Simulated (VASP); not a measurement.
# W (Fm-3m) in VASP: notebook

The runs below take W through single point, with r2SCAN0, r2SCANh, HSE06.

Everything below comes from runs of VASP 6.6.1. Logs are shortened: lines on timing, memory, paths and dates and some standing lists are left out, and cuts for length are marked.

### 1 The cell of the first run

It takes space group Fm-3m (No. 225, cubic). The conventional cell has a = 4.060 Å, b = 4.060 Å, c = 4.060 Å, α = 90.00°, β = 90.00°, γ = 90.00°. Within 3.8 Å of W (site symmetry m-3m) lie 12 W at 2.87 Å.

This isn't the form of W at room conditions, which is bcc.

### 2 Single point, r2SCAN0

File POSCAR:

```
W
1.0
    0.0000000000      2.0300000000      2.0300000000
    2.0300000000      0.0000000000      2.0300000000
    2.0300000000      2.0300000000      0.0000000000
W
1
Direct
    0.0000000000      0.0000000000      0.0000000000
```

File INCAR.step1:

```
SYSTEM = W
PREC = Accurate
ENCUT = 520
EDIFF = 1E-5
ISMEAR = -1
SIGMA = 0.05
LREAL = .FALSE.
LASPH = .TRUE.
NELM = 60
ALGO = Normal
ISIF = 2
LWAVE = .TRUE.
LCHARG = .FALSE.
GGA = PE
NBANDS = 13
```

File INCAR.step2:

```
SYSTEM = W
PREC = Accurate
ENCUT = 520
EDIFF = 1E-6
ISMEAR = -1
SIGMA = 0.05
LREAL = .FALSE.
LASPH = .TRUE.
NELM = 60
ALGO = Normal
ISIF = 2
LWAVE = .FALSE.
LCHARG = .FALSE.
METAGGA = R2SCAN
LHFCALC = .TRUE.
AEXX = 0.25
LMIXTAU = .TRUE.
PRECFOCK = Normal
ISTART = 1
NBANDS = 13
```

File KPOINTS:

```
Automatic mesh
0
G
  6 6 6
  0 0 0
```

Potentials or basis: VASP PAW PBE potentials, release 64 (W_sv).

Command:

```console
cat potpaw_PBE.64/W_sv/POTCAR > POTCAR
cp INCAR.step1 INCAR
mpirun -np 1 vasp_std > vasp.out
cp INCAR.step2 INCAR
mpirun -np 1 vasp_std > vasp.out
```

OUTCAR:

```text
SYSTEM = W
   PREC = Accurate
   ENCUT = 520
   EDIFF = 1E-6
   ISMEAR = -1
   LREAL = .FALSE.
   LASPH = .TRUE.
   NELM = 60
   ISIF = 2
   METAGGA = R2SCAN
   LHFCALC = .TRUE.
   AEXX = 0.25
   PRECFOCK = Normal
   ISTART = 1

 ion  position               nearest neighbor table
   1  0.000  0.000  0.000-

  LATTYP: Found a face centered cubic cell.
 ALAT       =     4.0600000000

  Lattice vectors:

 A1 = (   0.0000000000,   2.0300000000,   2.0300000000)
 A2 = (   2.0300000000,   0.0000000000,   2.0300000000)
 A3 = (   2.0300000000,   2.0300000000,   0.0000000000)

Analysis of symmetry for initial positions (statically):
=====================================================================
 Subroutine PRICEL returns:
 Original cell was already a primitive cell.

 Routine SETGRP: Setting up the symmetry group for a
 face centered cubic supercell.

 Subroutine GETGRP returns: Found 48 space group operations
 (whereof 48 operations were pure point group operations)
 out of a pool of 48 trial point group operations.

The static configuration has the point symmetry O_h .

Analysis of symmetry for dynamics (positions and initial velocities):
=====================================================================
 Subroutine PRICEL returns:
 Original cell was already a primitive cell.

 Routine SETGRP: Setting up the symmetry group for a
 face centered cubic supercell.

 Subroutine GETGRP returns: Found 48 space group operations
 (whereof 48 operations were pure point group operations)
 out of a pool of 48 trial point group operations.

The dynamic configuration has the point symmetry O_h .

 Subroutine INISYM returns: Found 48 space group operations
 (whereof 48 operations are pure point group operations),
 and found     1 'primitive' translations

----------------------------------------------------------------------------------------

                                     Primitive cell

  volume of cell :      16.7309

  direct lattice vectors                    reciprocal lattice vectors
     0.000000000  2.030000000  2.030000000    -0.246305419  0.246305419  0.246305419
     2.030000000  0.000000000  2.030000000     0.246305419 -0.246305419  0.246305419
     2.030000000  2.030000000  0.000000000     0.246305419  0.246305419 -0.246305419

  length of vectors
     2.870853532  2.870853532  2.870853532     0.426613499  0.426613499  0.426613499

  position of ions in fractional coordinates (direct lattice)
     0.000000000  0.000000000  0.000000000

  ion indices of the primitive-cell ions
   primitive index   ion index
                 1           1

----------------------------------------------------------------------------------------

 KPOINTS: Automatic mesh

Automatic generation of k-mesh.
 Grid dimensions read from file:
 generate k-points for:    6    6    6

 Generating k-lattice:

  Cartesian coordinates                     Fractional coordinates (reciprocal lattice)
    -0.041050903  0.041050903  0.041050903     0.166666667  0.000000000  0.000000000
     0.041050903 -0.041050903  0.041050903     0.000000000  0.166666667  0.000000000
     0.041050903  0.041050903 -0.041050903     0.000000000  0.000000000  0.166666667

  Length of vectors
     0.071102250  0.071102250  0.071102250

  Shift w.r.t. Gamma in fractional coordinates (k-lattice)
     0.000000000  0.000000000  0.000000000

 Subroutine IBZKPT returns following result:
 ===========================================

 Found     16 irreducible k-points:

 Following reciprocal coordinates:
            Coordinates               Weight
  0.000000  0.000000  0.000000      1.000000
  0.166667  0.000000  0.000000      8.000000
  0.333333  0.000000  0.000000      8.000000
  0.500000  0.000000  0.000000      4.000000
  0.166667  0.166667  0.000000      6.000000
  0.333333  0.166667  0.000000     24.000000
[... 8 lines left out ...]
 -0.333333  0.333333  0.166667     24.000000
 -0.333333  0.500000  0.166667     12.000000
[... 42 lines left out ...]
  free energy    TOTEN  =       -44.72272373 eV

  energy without entropy =      -44.71934598  energy(sigma->0) =      -44.72103486

 E-fermi :   9.7407     XC(G=0): -11.2979

 val. band max:        9.6178192430   @ k =   0.5000   0.3333   0.0000
 cond. band min:      10.2949914137   @ k =   0.5000   0.0000   0.0000
 fundamental gap:      0.6771721707
 Fermi energy:         9.7406809052

 k-point     1 :       0.0000    0.0000    0.0000
  band No.  band energies     occupation
      1     -69.7256      2.00000
      2     -31.2996      2.00000
      3     -31.2996      2.00000
      4     -31.2996      2.00000
      5      -0.9401      2.00000
      6       8.9009      2.00000
      7       8.9009      2.00000
      8       8.9009      2.00000
      9      13.7533      0.00000
     10      13.7534      0.00000
     11      24.3078      0.00000
     12      30.0542      0.00000
     13      30.0542      0.00000

 k-point     2 :       0.1667    0.0000    0.0000
  band No.  band energies     occupation
      1     -69.6943      2.00000
      2     -31.6463      2.00000
      3     -31.3430      2.00000
      4     -31.3430      2.00000
      5       0.3334      2.00000
      6       8.0117      2.00000
      7       9.4862      1.98775
      8       9.4862      1.98775
      9      13.3789      0.00000
     10      13.3789      0.00000
     11      26.0225      0.00000
     12      27.3504      0.00000
     13      32.3131      0.00000

 k-point     3 :       0.3333    0.0000    0.0000
  band No.  band energies     occupation
      1     -69.6311      2.00000
      2     -32.2993      2.00000
      3     -31.4261      2.00000
      4     -31.4261      2.00000
      5       2.5307      2.00000
      6       7.9168      2.00000
      7       9.3606      1.99900
      8       9.3607      1.99900
      9      14.6251      0.00000
     10      14.6251      0.00000
     11      23.2520      0.00000
     12      27.2128      0.00000
     13      33.9824      0.00000
[... 177 lines left out ...]
 k-point    15 :      -0.3333    0.3333    0.1667
  band No.  band energies     occupation
      1     -69.5678      2.00000
      2     -32.3086      2.00000
      3     -31.9805      2.00000
      4     -31.6556      2.00000
      5       5.7150      2.00000
      6       5.9295      2.00000
      7       7.5205      2.00000
      8      12.2626      0.00000
      9      15.5009      0.00000
     10      20.3609      0.00000
     11      20.3683      0.00000
     12      26.5904      0.00000
     13      27.7845      0.00000

 k-point    16 :      -0.3333    0.5000    0.1667
  band No.  band energies     occupation
      1     -69.5576      2.00000
      2     -32.3340      2.00000
      3     -31.9495      2.00000
      4     -31.7753      2.00000
      5       4.6347      2.00000
      6       5.4111      2.00000
      7       8.8982      2.00000
      8      13.3505      0.00000
      9      16.7810      0.00000
     10      20.3049      0.00000
     11      21.8572      0.00000
     12      22.8883      0.00000
     13      26.7718      0.00000

------------------------ aborting loop because EDIFF is reached ----------------------------------------

  FORCE on cell =-STRESS in cart. coord.  units (eV):
  Direction    XX          YY          ZZ          XY          YZ          ZX
  --------------------------------------------------------------------------------------
  -------------------------------------------------------------------------------------
  Total       -1.2716934     -1.2716934     -1.2716934      0.0000000      0.0000000      0.0000000
  in kB     -121.7796999   -121.7796999   -121.7796999      0.0000000      0.0000000      0.0000000
  external PRESSURE =    -121.7796999 kB  Pullay stress =       0.0000000 kB

 VOLUME and BASIS-vectors are now :
 -----------------------------------------------------------------------------
  energy-cutoff  :      520.00
  volume of cell :       16.73
      direct lattice vectors                 reciprocal lattice vectors
     0.000000000  2.030000000  2.030000000    -0.246305419  0.246305419  0.246305419
     2.030000000  0.000000000  2.030000000     0.246305419 -0.246305419  0.246305419
     2.030000000  2.030000000  0.000000000     0.246305419  0.246305419 -0.246305419

 POSITION                                       TOTAL-FORCE (eV/Angst)
 -----------------------------------------------------------------------------------
      0.00000      0.00000      0.00000         0.000000      0.000000      0.000000
 -----------------------------------------------------------------------------------
    total drift:                               -0.000000     -0.000000     -0.000000

  FREE ENERGIE OF THE ION-ELECTRON SYSTEM (eV)
  ---------------------------------------------------
  free  energy   TOTEN  =       -44.7227237322 eV

  energy  without entropy=      -44.7193459793  energy(sigma->0) =      -44.72103486
```

It took 21 min on 1 thread of AMD EPYC 7R13 (Zen 3), shared host; peak memory 0.13 GiB.

Results:

```yaml
Free_energy: -44.7227 eV
Pressure: -12.2 GPa
Band_gap_on_the_k_mesh: zero (bands 7 and 8 overlap by 4.19 eV)
```

Levels at points of the mesh, in eV from the Fermi level:
```
           k point  band 5  band 6  band 7  band 8  band 9  band 10
(0.00, 0.00, 0.00)  -10.68   -0.84   -0.84   -0.84    4.01     4.01
(0.50, 0.00, 0.00)   -6.81   -0.78   -0.78    0.55    6.42     6.42
(0.50, 0.50, 0.00)   -6.43   -5.61    3.35    6.67    7.01     7.01
```

Caveat: the k points lie up to 0.45 Å⁻¹ apart, too coarse for converged energies and pressures of a metal; the PAW data sets were made with another functional, which shifts forces and pressure a little; spin-orbit coupling is left out, which moves the levels of the heavy elements.

### 3 Single point, r2SCANh

POSCAR is that of step 2.

File INCAR.step1:

```
  ALGO = Normal
  EDIFF = 1E-5
  ENCUT = 520
  GGA = PE
  ISIF = 2
  ISMEAR = -1
  LASPH = True
  LCHARG = False
  LREAL = False
  LWAVE = True
  NBANDS = 13
  NELM = 80
  PREC = Accurate
  SIGMA = 0.05
```

File INCAR.step2:

```
  AEXX = 0.1
  ALGO = Normal
  EDIFF = 1E-6
  ENCUT = 520
  ISIF = 2
  ISMEAR = -1
  ISTART = 1
  LASPH = True
  LCHARG = False
  LHFCALC = True
  LMIXTAU = True
  LREAL = False
  LWAVE = False
  METAGGA = R2SCAN
  NBANDS = 13
  NELM = 80
  PREC = Accurate
  PRECFOCK = Normal
  SIGMA = 0.05
```

File KPOINTS:

```
k-points
0
Gamma
  6 6 6
```

Potentials or basis: VASP PAW PBE potentials, release 64 (W_sv).

Command:

```console
cat potpaw_PBE.64/W_sv/POTCAR > POTCAR
cp INCAR.step1 INCAR
mpirun -np 1 vasp_std > vasp.out
cp INCAR.step2 INCAR
mpirun -np 1 vasp_std > vasp.out
```

Wall time 21 min (1 thread of AMD EPYC 7R13 (Zen 3), shared host); peak memory 0.14 GiB.

The run converged. Its results:

- Free energy: -48.3212 eV
- Pressure: -8.4 GPa
- Band gap on the k mesh: zero (bands 7 and 8 overlap by 3.77 eV)

Levels at points of the mesh, in eV from the Fermi level:
```
           k point  band 3  band 4  band 5  band 6  band 7  band 8  band 9  band 10  band 11  band 12
(0.00, 0.00, 0.00)  -39.75  -39.75  -10.05   -0.83   -0.83   -0.83    3.09     3.09    13.69    19.32
(0.50, 0.00, 0.00)  -39.91  -39.91   -6.35   -0.89   -0.89    0.31    5.49     5.49    10.94    13.29
(0.50, 0.50, 0.00)  -40.18  -40.18   -6.07   -5.20    2.93    5.62    6.12     6.12    12.49    12.49
```

Caveat: the k points lie up to 0.45 Å⁻¹ apart, too coarse for converged energies and pressures of a metal; the PAW data sets were made with another functional, which shifts forces and pressure a little; spin-orbit coupling is left out, which moves the levels of the heavy elements.

### 4 Single point, HSE06

POSCAR is that of step 3.

File INCAR.step1:

```
SYSTEM = W
PREC = Accurate
ENCUT = 520
EDIFF = 1E-5
ISMEAR = -1
SIGMA = 0.05
LREAL = .FALSE.
LASPH = .TRUE.
NELM = 60
ALGO = Normal
ISIF = 2
LWAVE = .TRUE.
GGA = PE
NBANDS = 13
```

File INCAR.step2:

```
SYSTEM = W
PREC = Accurate
ENCUT = 520
EDIFF = 1E-6
ISMEAR = -1
SIGMA = 0.05
LREAL = .FALSE.
LASPH = .TRUE.
NELM = 60
ALGO = Normal
ISIF = 2
LWAVE = .FALSE.
LCHARG = .TRUE.
GGA = PE
LHFCALC = .TRUE.
HFSCREEN = 0.2079
PRECFOCK = Normal
LELF = .TRUE.
LVHAR = .TRUE.
ISTART = 1
NBANDS = 13
```

File KPOINTS:

```
Automatic mesh
0
G
  6 6 6
  0 0 0
```

Command:

```console
cat potpaw_PBE.64/W_sv/POTCAR > POTCAR
cp INCAR.step1 INCAR
mpirun -np 1 vasp_std > vasp.out
cp INCAR.step2 INCAR
mpirun -np 1 vasp_std > vasp.out
```

It took 37 min on 1 thread of AMD EPYC 7R13, shared host; peak memory 0.23 GiB.

It converged, with:

```yaml
Free_energy: -14.3074 eV
Pressure: -9.5 GPa
Band_gap_on_the_k_mesh: zero (bands 7 and 8 overlap by 3.52 eV)
```

Levels at points of the mesh, in eV from the Fermi level:
| k point | band 4 | band 5 | band 6 | band 7 | band 8 | band 9 | band 10 | band 11 |
| --- | --- | --- | --- | --- | --- | --- | --- | --- |
| (0.00, 0.00, 0.00) | -40.06 | -10.20 | -0.73 | -0.73 | -0.73 | 3.11 | 3.11 | 13.46 |
| (0.50, 0.00, 0.00) | -40.22 | -6.47 | -0.79 | -0.79 | 0.16 | 5.56 | 5.56 | 10.92 |
| (0.50, 0.50, 0.00) | -40.50 | -6.16 | -5.30 | 2.79 | 5.70 | 6.21 | 6.21 | 12.37 |

Caveat: the k points lie up to 0.45 Å⁻¹ apart, too coarse for converged energies and pressures of a metal; the PAW data sets were made with another functional, which shifts forces and pressure a little; spin-orbit coupling is left out, which moves the levels of the heavy elements.

### 5 Single point, HSE06

This run uses another cell than the first one, of 17.07 Å³/atom.

File POSCAR:

```
W
1.0
    0.0000000000      2.0434441004      2.0434441004
    2.0434441004      0.0000000000      2.0434441004
    2.0434441004      2.0434441004      0.0000000000
W
1
Direct
    0.0000000000      0.0000000000      0.0000000000
```

File INCAR.step1:

```
PREC = Accurate ; ENCUT = 520
EDIFF = 1E-5 ; ISMEAR = -1
SIGMA = 0.05 ; LREAL = False
LASPH = True ; NELM = 80
ALGO = Normal ; ISIF = 2
LWAVE = True ; LCHARG = False
GGA = PE ; NBANDS = 13
```

File INCAR.step2:

```
PREC = Accurate ; ENCUT = 520
EDIFF = 1E-7 ; ISMEAR = -1
SIGMA = 0.05 ; LREAL = False
LASPH = True ; NELM = 80
ALGO = Normal ; ISIF = 2
LWAVE = False ; LCHARG = False
GGA = PE ; LHFCALC = True
HFSCREEN = 0.2079 ; PRECFOCK = Normal
ISTART = 1 ; NBANDS = 13
```

File KPOINTS:

```
Automatic mesh
0
Gamma
  6 6 6
```

Command:

```console
cat potpaw_PBE.64/W_sv/POTCAR > POTCAR
cp INCAR.step1 INCAR
mpirun -np 1 vasp_std > vasp.out
cp INCAR.step2 INCAR
mpirun -np 1 vasp_std > vasp.out
```

It took 27 min on 1 thread of AMD EPYC 7R13, shared host; peak memory 0.23 GiB.

Results (log left out):

```
Free energy            : -14.2819 eV
Pressure               : -14.8 GPa
Band gap on the k mesh : zero (bands 7 and 8 overlap by 3.39 eV)
```

Levels at points of the mesh, in eV from the Fermi level:
```csv
k point,band 3,band 4,band 5,band 6,band 7,band 8,band 9,band 10,band 11,band 12
"(0.00, 0.00, 0.00)",-40.10,-40.10,-10.06,-0.67,-0.67,-0.67,3.07,3.07,13.46,18.83
"(0.50, 0.00, 0.00)",-40.25,-40.25,-6.33,-0.73,-0.73,0.13,5.45,5.45,10.65,13.08
"(0.50, 0.50, 0.00)",-40.51,-40.51,-5.98,-5.14,2.72,5.59,6.07,6.07,12.22,12.22
```

Caveat: the k points lie up to 0.44 Å⁻¹ apart, too coarse for converged energies and pressures of a metal; the PAW data sets were made with another functional, which shifts forces and pressure a little; spin-orbit coupling is left out, which moves the levels of the heavy elements.

### 6 Single point, HSE06

This run uses another cell than the first one, of 17.40 Å³/atom.

File POSCAR:

```
W
1.0
    0.0000000000      2.0567135898      2.0567135898
    2.0567135898      0.0000000000      2.0567135898
    2.0567135898      2.0567135898      0.0000000000
W
1
Direct
    0.0000000000      0.0000000000      0.0000000000
```

File INCAR.step1:

```
SYSTEM = W
PREC = Accurate ; ENCUT = 520
EDIFF = 1E-5 ; ISMEAR = -1
SIGMA = 0.05 ; LREAL = .FALSE.
LASPH = .TRUE. ; NELM = 60
ALGO = Normal ; ISIF = 2
LWAVE = .TRUE. ; LCHARG = .FALSE.
NBANDS = 13 ; GGA = PE
```

File INCAR.step2:

```
SYSTEM = W
PREC = Accurate ; ENCUT = 520
EDIFF = 1E-7 ; ISMEAR = -1
SIGMA = 0.05 ; LREAL = .FALSE.
LASPH = .TRUE. ; NELM = 60
ALGO = Normal ; ISIF = 2
LWAVE = .FALSE. ; LCHARG = .FALSE.
GGA = PE ; LHFCALC = .TRUE.
HFSCREEN = 0.2079 ; PRECFOCK = Normal
NBANDS = 13 ; ISTART = 1
```

File KPOINTS:

```
regular mesh
0
G
  6 6 6
  0 0 0
```

Potentials or basis: VASP PAW PBE potentials, release 64 (W_sv).

Command:

```console
cat potpaw_PBE.64/W_sv/POTCAR > POTCAR
cp INCAR.step1 INCAR
mpirun -np 1 vasp_std > vasp.out
cp INCAR.step2 INCAR
mpirun -np 1 vasp_std > vasp.out
```

Wall time 31 min (1 thread of AMD EPYC 7R13, shared host); peak memory 0.23 GiB.

The run converged. Its results:

```
Free energy            : -14.2460 eV
Pressure               : -19.6 GPa
Band gap on the k mesh : zero (bands 7 and 8 overlap by 3.26 eV)
```

Levels at points of the mesh, in eV from the Fermi level:
```
           k point  band 3  band 4  band 5  band 6  band 7  band 8  band 9  band 10  band 11  band 12
(0.00, 0.00, 0.00)  -40.14  -40.14   -9.92   -0.62   -0.62   -0.62    3.03     3.03    13.45    18.73
(0.50, 0.00, 0.00)  -40.28  -40.28   -6.19   -0.67   -0.67    0.11    5.33     5.33    10.38    13.07
(0.50, 0.50, 0.00)  -40.53  -40.53   -5.81   -4.99    2.64    5.47    5.93     5.93    12.08    12.08
```

Caveat: the k points lie up to 0.44 Å⁻¹ apart, too coarse for converged energies and pressures of a metal; the PAW data sets were made with another functional, which shifts forces and pressure a little; spin-orbit coupling is left out, which moves the levels of the heavy elements.

### 7 Overview

| level | cell | share of exact exchange | screening parameter | gap on the mesh (eV) | pressure (GPa) |
| --- | --- | --- | --- | --- | --- |
| r2SCAN0 | a = 2.871 Å, angles 60.0°, 1 atom | 0.25 | - | none | -12.2 |
| r2SCANh | a = 2.871 Å, angles 60.0°, 1 atom | 0.1 | - | none | -8.4 |
| HSE06 | a = 2.871 Å, angles 60.0°, 1 atom | 0.25 | 0.2079 1/Å | none | -9.5 |
| HSE06 | a = 2.890 Å, angles 60.0°, 1 atom | 0.25 | 0.2079 1/Å | none | -14.8 |
| HSE06 | a = 2.909 Å, angles 60.0°, 1 atom | 0.25 | 0.2079 1/Å | none | -19.6 |

Alike in all rows: task single point; potentials or basis VASP PAW PBE potentials, release 64 (W_sv); no spin polarisation; k mesh 6 × 6 × 6; cutoff (eV) 520; smearing fermi-dirac 0.05 eV.

Caveats: all runs use coarse meshes; the PAW data sets were made with another functional, which shifts forces and pressure a little; spin-orbit coupling is left out, which moves the levels of the heavy elements.

Total energies depend on the potentials used, so only differences within one code and one set of settings carry meaning.
